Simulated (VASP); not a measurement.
# In (Im-3m) in VASP: a series of runs

In is run at these levels: PBE; tasks: single point.

All numbers are computed with VASP 6.6.1; they aren't measurements. Logs are shortened: lines on timing, memory, paths and dates and some standing lists are left out, and cuts for length are marked.

**1. The cell of the first run**

Symmetry: Im-3m, No. 229, cubic system. The conventional cell has a = 3.890 Å, b = 3.890 Å, c = 3.890 Å, α = 90.00°, β = 90.00°, γ = 90.00°. Within 4.4 Å of In (site symmetry m-3m) lie 14 In at 3.37 to 3.89 Å.

This isn't the form of In at room conditions, which is tetragonal.

**2. Single point, PBE**

Input file INCAR:

```
PREC     = Accurate       # precision mode
ENCUT    = 520            # plane-wave cutoff, eV
EDIFF    = 1E-7           # SCF threshold, eV
ISMEAR   = -1             # smearing method
SIGMA    = 0.06122561905347299 # smearing width, eV
LREAL    = F              # projectors in reciprocal space
LASPH    = T              # aspherical terms in the spheres
NELM     = 80             # most SCF steps
ALGO     = Normal         # electronic algorithm
ISIF     = 2              # what is computed and relaxed
LWAVE    = F              # write WAVECAR
LCHARG   = F              # write CHGCAR
GGA      = PE             # functional
NBANDS   = 12             # bands
```

Input file KPOINTS:

```
Automatic mesh
0
Gamma
  40 40 40
```

Input file POSCAR:

```
In
1.0
   -1.9450110691      1.9450110691      1.9450110691
    1.9450110691     -1.9450110691      1.9450110691
    1.9450110691      1.9450110691     -1.9450110691
In
1
Direct
    0.0000000000      0.0000000000      0.0000000000
```

Potentials or basis: VASP PAW PBE potentials, release 64 (In_d).

Command:

```console
cat potpaw_PBE.64/In_d/POTCAR > POTCAR
mpirun -np 1 vasp_std > vasp.out
```

OUTCAR:

```text
PREC = Accurate
   ENCUT = 520
   EDIFF = 1E-7
   ISMEAR = -1
   LREAL = F
   LASPH = T
   NELM = 80
   ISIF = 2
   GGA = PE

 ion  position               nearest neighbor table
   1  0.000  0.000  0.000-

  LATTYP: Found a body centered cubic cell.
 ALAT       =     3.8900221382

  Lattice vectors:

 A1 = (  -1.9450110691,   1.9450110691,   1.9450110691)
 A2 = (   1.9450110691,  -1.9450110691,   1.9450110691)
 A3 = (   1.9450110691,   1.9450110691,  -1.9450110691)

Analysis of symmetry for initial positions (statically):
=====================================================================
 Subroutine PRICEL returns:
 Original cell was already a primitive cell.

 Routine SETGRP: Setting up the symmetry group for a
 body centered cubic supercell.

 Subroutine GETGRP returns: Found 48 space group operations
 (whereof 48 operations were pure point group operations)
 out of a pool of 48 trial point group operations.

The static configuration has the point symmetry O_h .

Analysis of symmetry for dynamics (positions and initial velocities):
=====================================================================
 Subroutine PRICEL returns:
 Original cell was already a primitive cell.

 Routine SETGRP: Setting up the symmetry group for a
 body centered cubic supercell.

 Subroutine GETGRP returns: Found 48 space group operations
 (whereof 48 operations were pure point group operations)
 out of a pool of 48 trial point group operations.

The dynamic configuration has the point symmetry O_h .

 Subroutine INISYM returns: Found 48 space group operations
 (whereof 48 operations are pure point group operations),
 and found     1 'primitive' translations

----------------------------------------------------------------------------------------

                                     Primitive cell

  volume of cell :      29.4324

  direct lattice vectors                    reciprocal lattice vectors
    -1.945011069  1.945011069  1.945011069     0.000000000  0.257067946  0.257067946
     1.945011069 -1.945011069  1.945011069     0.257067946  0.000000000  0.257067946
     1.945011069  1.945011069 -1.945011069     0.257067946  0.257067946  0.000000000

  length of vectors
     3.368857993  3.368857993  3.368857993     0.363548975  0.363548975  0.363548975

  position of ions in fractional coordinates (direct lattice)
     0.000000000  0.000000000  0.000000000

  ion indices of the primitive-cell ions
   primitive index   ion index
                 1           1

----------------------------------------------------------------------------------------

 KPOINTS: Automatic mesh

Automatic generation of k-mesh.
 Grid dimensions read from file:
 generate k-points for:   40   40   40

 Generating k-lattice:

  Cartesian coordinates                     Fractional coordinates (reciprocal lattice)
     0.000000000  0.006426699  0.006426699     0.025000000  0.000000000  0.000000000
     0.006426699  0.000000000  0.006426699     0.000000000  0.025000000  0.000000000
     0.006426699  0.006426699  0.000000000     0.000000000  0.000000000  0.025000000

  Length of vectors
     0.009088724  0.009088724  0.009088724

  Shift w.r.t. Gamma in fractional coordinates (k-lattice)
     0.000000000  0.000000000  0.000000000

 Subroutine IBZKPT returns following result:
 ===========================================

 Found   1661 irreducible k-points:

 Following reciprocal coordinates:
            Coordinates               Weight
  0.000000  0.000000  0.000000      1.000000
  0.025000  0.000000  0.000000     12.000000
  0.050000  0.000000  0.000000     12.000000
  0.075000  0.000000  0.000000     12.000000
  0.100000  0.000000  0.000000     12.000000
  0.125000  0.000000  0.000000     12.000000
[... 16 lines left out ...]
  0.050000  0.025000  0.000000     48.000000
  0.075000  0.025000  0.000000     48.000000
 [... further k-points ...]
   k-points           NKPTS =   1661   k-points in BZ     NKDIM =   1661   number of bands    NBANDS=     12
   number of dos      NEDOS =    301   number of ions     NIONS =      1
   total plane-waves  NPLWV =  21952
   dimension x,y,z NGX =    28 NGY =   28 NGZ =   28
   dimension x,y,z NGXF=    56 NGYF=   56 NGZF=   56
   ions per type =               1
   NGX,Y,Z   is equivalent  to a cutoff of  13.82, 13.82, 13.82 a.u.
   NGXF,Y,Z  is equivalent  to a cutoff of  27.63, 27.63, 27.63 a.u.
 SYSTEM =  unknown system
   PREC   = accura    normal or accurate (medium, high low for compatibility)
   ISTART =      0    job   : 0-new  1-cont  2-samecut
   ICHARG =      2    charge: 1-file 2-atom 10-const
   ISPIN  =      1    spin polarized calculation?
   LNONCOLLINEAR =      F non collinear calculations
   LSORBIT =      F    spin-orbit coupling
   LASPH  =      T    aspherical Exc in radial PAW
   ENCUT  =  520.0 eV  38.22 Ry    6.18 a.u.   6.26  6.26  6.26*2*pi/ulx,y,z
   NELM   =     80;   NELMIN=  2; NELMDL= -5     # of ELM steps
   EDIFF  = 0.1E-06   stopping-criterion for ELM
   LREAL  =      F    real-space projection
   EDIFFG = 0.1E-05   stopping-criterion for IOM
   NSW    =      0    number of steps for IOM
   IBRION =     -1    ionic relax: 0-MD 1-quasi-New 2-CG
   NFREE  =      0    steps in history (QN), initial steepest desc. (CG)
   ISIF   =      2    stress and relaxation
   ISYM   =      2    0-nonsym 1-usesym 2-fastsym
   POTIM  = 0.5000    time-step for ionic-motion
   TEBEG  =    0.0;   TEEND  =   0.0 temperature during run
   PSTRESS=    0.0 pullay stress
   NELECT =      13.0000    total number of electrons
   NUPDOWN=      -1.0000    fix difference up-down
   EMIN   =  10.00;   EMAX   =-10.00  energy-range for DOS
   EFERMI =   0.00;   METHOD = LEGACY
   ISMEAR =    -1;   SIGMA  =   0.06  broadening in eV -4-tet -1-fermi 0-gaus
   EFERMI_NEDOS =   21; number of points for ismear=-14 and -15
   IALGO  =     38    algorithm
   IMIX   =      4    mixing-type and parameters
     AMIX     =   0.40;   BMIX     =  1.00
     AMIX_MAG =   1.60;   BMIX_MAG =  1.00
  volume/ion in A,a.u.               =      29.43       198.62
  Fermi-wavevector in a.u.,A,eV,Ry     =   1.246753  2.356022 21.148813  1.554394
  Thomas-Fermi vector in A             =   2.380917
   LORBIT       =      0    0 simple, 1 ext, 2 COOP (PROOUT), +10 PAW based schemes
   GGA     = PE    functional components
   LHFCALC =     F    Hartree Fock is set to
   AEXX    =    0.0000 exact exchange contribution
   IVDW    =     0    specifies the selected vdW correction
   LEPSILON=     F    determine dielectric tensor
   LRPA    =     F    only Hartree local field effects (RPA)
 non-spin polarized calculation
  energy-cutoff  :      520.00
  volume of cell :       29.43
 maximum number of plane-waves:       811
 NGX is ok and might be reduce to    28
   NGX = 13   NGY = 13   NGZ = 13

 number of electron      12.9999998 magnetization

 Free energy of the ion-electron system (eV)
  ---------------------------------------------------
  ext. energy  EPLUGINS =         0.00000000
  ---------------------------------------------------
  free energy    TOTEN  =        -2.54345583 eV

  energy without entropy =       -2.53734947  energy(sigma->0) =       -2.54040265

 E-fermi :   6.2643     XC(G=0):  -9.7075

 val. band max:        6.2615117795   @ k =  -0.3750   0.4500   0.2000
 cond. band min:       6.2647769815   @ k =  -0.4000  -0.4750   0.2750
 fundamental gap:      0.0032652020
 Fermi energy:         6.2642696507

 k-point     1 :       0.0000    0.0000    0.0000
  band No.  band energies     occupation
      1      -8.3098      2.00000
      2      -8.3098      2.00000
      3      -8.3098      2.00000
      4      -8.1054      2.00000
      5      -8.1054      2.00000
      6      -2.5087      2.00000
      7      16.1419      0.00000
      8      16.1419      0.00000
      9      16.1419      0.00000
     10      18.8956      0.00000
     11      18.8956      0.00000
     12      18.8956      0.00000

 k-point     2 :       0.0250    0.0000    0.0000
  band No.  band energies     occupation
      1      -8.3103      2.00000
      2      -8.3093      2.00000
      3      -8.3079      2.00000
      4      -8.1059      2.00000
      5      -8.1054      2.00000
      6      -2.4956      2.00000
      7      16.0034      0.00000
      8      16.0760      0.00000
      9      16.1174      0.00000
     10      18.6889      0.00000
     11      18.8010      0.00000
     12      18.8605      0.00000

 k-point     3 :       0.0500    0.0000    0.0000
  band No.  band energies     occupation
      1      -8.3117      2.00000
      2      -8.3077      2.00000
      3      -8.3020      2.00000
      4      -8.1075      2.00000
      5      -8.1055      2.00000
      6      -2.4560      2.00000
      7      15.6107      0.00000
      8      15.8929      0.00000
      9      16.0435      0.00000
     10      18.3186      0.00000
     11      18.5795      0.00000
     12      18.7818      0.00000
[... 286 lines left out ...]
 k-point    23 :       0.0500    0.0250    0.0000
  band No.  band energies     occupation
      1      -8.3122      2.00000
      2      -8.3077      2.00000
      3      -8.2958      2.00000
      4      -8.1090      2.00000
      5      -8.1056      2.00000
      6      -2.4165      2.00000
      7      15.2754      0.00000
      8      15.7305      0.00000
      9      15.9225      0.00000
     10      18.1278      0.00000
     11      18.3563      0.00000
     12      18.8077      0.00000

 k-point    24 :       0.0750    0.0250    0.0000
  band No.  band energies     occupation
      1      -8.3150      2.00000
      2      -8.3049      2.00000
      3      -8.2845      2.00000
      4      -8.1119      2.00000
      5      -8.1057      2.00000
      6      -2.3373      2.00000
      7      14.6507      0.00000
      8      15.4091      0.00000
      9      15.7666      0.00000
     10      17.8371      0.00000
     11      18.1463      0.00000
     12      18.7282      0.00000

 [... further k-points ...]

------------------------ aborting loop because EDIFF is reached ----------------------------------------

  FORCE on cell =-STRESS in cart. coord.  units (eV):
  Direction    XX          YY          ZZ          XY          YZ          ZX
  --------------------------------------------------------------------------------------
  -------------------------------------------------------------------------------------
  Total       -0.3203591     -0.3203591     -0.3203591      0.0000000     -0.0000000      0.0000000
  in kB      -17.4389959    -17.4389959    -17.4389959      0.0000000     -0.0000000      0.0000000
  external PRESSURE =     -17.4389959 kB  Pullay stress =       0.0000000 kB

 VOLUME and BASIS-vectors are now :
 -----------------------------------------------------------------------------
  energy-cutoff  :      520.00
  volume of cell :       29.43
      direct lattice vectors                 reciprocal lattice vectors
    -1.945011069  1.945011069  1.945011069     0.000000000  0.257067946  0.257067946
     1.945011069 -1.945011069  1.945011069     0.257067946  0.000000000  0.257067946
     1.945011069  1.945011069 -1.945011069     0.257067946  0.257067946  0.000000000

 POSITION                                       TOTAL-FORCE (eV/Angst)
 -----------------------------------------------------------------------------------
      0.00000      0.00000      0.00000         0.000000      0.000000      0.000000
 -----------------------------------------------------------------------------------
    total drift:                               -0.000000     -0.000000     -0.000000

  FREE ENERGIE OF THE ION-ELECTRON SYSTEM (eV)
  ---------------------------------------------------
  free  energy   TOTEN  =        -2.5434558287 eV

  energy  without entropy=       -2.5373494669  energy(sigma->0) =       -2.54040265
```

Run time: 9.1 min. Hardware: 1 thread of Intel Xeon Platinum 8259CL at 2.50GHz (Skylake/Cascade Lake), shared host; peak memory 0.63 GiB.

What came out:

```
Free energy            : -2.5435 eV
Pressure               : -1.7 GPa
Band gap on the k mesh : zero (an odd number of electrons rules out a gap without spin polarisation)
```

Caveat: spin-orbit coupling is left out, which moves the levels of the heavy elements.

(Part 1 of 2 ends here.)
